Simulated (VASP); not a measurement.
Input of a VASP 6.6.1 run:

Contents of INCAR:

```
PREC = Accurate
ENCUT = 600
EDIFF = 1E-8
ISMEAR = -1
SIGMA = 0.05
LREAL = False
LASPH = True
NELM = 100
ALGO = Normal
ISIF = 3
LWAVE = False
LCHARG = True
GGA = PS
NBANDS = 16
IBRION = 6
NFREE = 2
POTIM = 0.015
NSW = 1
```

File KPOINTS:

```
Automatic mesh
0
Gamma
  7 7 6
```

File POSCAR:

```
ZrB2
1.0
    3.1700000000      0.0000000000      0.0000000000
   -1.5850000000      2.7453005300      0.0000000000
    0.0000000000      0.0000000000      3.5330000000
Zr B
1 2
Direct
    0.0000000000      0.0000000000      0.0000000000
    0.6666666667      0.3333333333      0.5000000000
    0.3333333333      0.6666666667      0.5000000000
```

Potentials or basis: VASP PAW PBE potentials, release 64 (Zr_sv, B).

Launch:

```bash
$ cat potpaw_PBE.64/Zr_sv/POTCAR potpaw_PBE.64/B/POTCAR > POTCAR
$ mpirun -np 1 vasp_std > vasp.out
```

**Question.** What does it give for the Voigt bulk modulus?

**Answer.** 240 GPa.

**Question.** Estimate the highest phonon frequency at Γ, LO-TO splitting left out.

**Answer.** 757 cm⁻¹.

Elastic tensor in Voigt notation (GPa, in the Cartesian axes of the cell as first typed):
```
568  52 122   0   0   0
 52 568 122   0   0   0
122 122 430   0   0   0
  0   0   0 252   0   0
  0   0   0   0 252   0
  0   0   0   0   0 258
```

Caveat: the cell is under stress, which shifts elastic constants; the PAW data sets were made with another functional, which shifts forces and pressure a little.
